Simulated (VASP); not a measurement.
Crystal: CdSe.

```
Cd Se
1.0
     4.25391    0.00000    0.00000
    -2.12695    3.68399    0.00000
     0.00000    0.00000    6.93511
Cd Se
2 2
Cartesian
  0.0000 2.4560 -0.0028
  2.1270 1.2280 3.4648
  0.0000 2.4560 2.6035
  2.1270 1.2280 6.0710
```

This cell differs from its parent crystal: strain -2.0%.

Base run:

| Property | Result |
| --- | --- |
| Program | VASP 6.6.1 |
| Functional | r2SCAN |
| Potentials or basis | VASP PAW PBE potentials, release 64 (Cd, Se) |
| Cutoff | 520 eV |
| k mesh | 12 × 12 × 4 |
| Occupations | gaussian, width 0.01 eV |
| Spin | no spin polarisation |

Its results: band gap on the k mesh 1.24 eV; pressure 3.9 GPa.

Question: The run is repeated on the same cell with these changes: functional from r2SCAN to PBE; occupations from gaussian, width 0.01 eV to fermi-dirac, width 0.02 eV. What comes out?

Answer: Band gap on the k mesh 0.75 eV; pressure 5.4 GPa.

Caveats: the cell stands under pressure; the PAW data sets were made with another functional, which shifts forces and pressure a little (at least some runs).

